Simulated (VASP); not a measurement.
# CdTe2: single point with PBEsol

Crystal: CdTe2.

```
Cd Te
1.0
    -3.27738    3.27738    3.88556
     3.27738   -3.27738    3.88556
     3.27738    3.27738   -3.88556
Cd Te
2 4
Direct
  0.75000 0.75000 0.00000
  0.25000 0.25000 0.00000
  0.34920 0.84920 0.19840
  0.84920 0.65080 0.50000
  0.65080 0.15080 0.80160
  0.15080 0.34920 0.50000
```

```
Program                : VASP 6.6.1
Task                   : single point
Functional             : PBEsol
Potentials or basis    : VASP PAW PBE potentials, release 64 (Cd, Te)
Cutoff                 : 520 eV
k mesh                 : 8 × 8 × 8
Occupations            : fermi-dirac, width 0.15 eV
Spin                   : no spin polarisation
Dipole correction      : no
Further INCAR settings : ALGO = Normal; EDIFF = 1e-07; NBANDS = 33
```

- Pressure: 0.2 GPa
- Largest force: 0.012 eV/Å
- Band gap on the k mesh: zero (bands 24 and 25 overlap by 1.76 eV)

Forces on the atoms (eV/Å):
```
Cd   0.000  0.000  0.000
Cd   0.000  0.000  0.000
Te  -0.008 -0.008  0.000
Te   0.008 -0.008  0.000
Te   0.008  0.008  0.000
Te  -0.008  0.008  0.000
```

Levels at points of the mesh, in eV from the Fermi level:
```
           k point  band 21  band 22  band 23  band 24  band 25  band 26  band 27  band 28
(0.00, 0.00, 0.00)    -3.10    -2.57    -2.24    -2.16     0.56     0.90     2.47     2.47
(0.50, 0.00, 0.00)    -1.50    -1.50    -0.81    -0.81     0.60     0.60     1.39     1.39
(0.50, 0.50, 0.00)    -2.51    -1.25    -0.94    -0.73     0.30     1.22     2.16     2.19
(0.50, 0.50, 0.50)    -1.17    -0.64    -0.64     1.04     1.68     2.46     2.46     3.46
```

Run time: 4 min on 1 thread of Intel(R) Xeon(R) Platinum 8375C CPU @ 2.90GHz (Ice Lake) (shared host), peak memory 0.48 GiB.

Caveat: the PAW data sets were made with another functional, which shifts forces and pressure a little; spin-orbit coupling is left out, which moves the levels of the heavy elements.
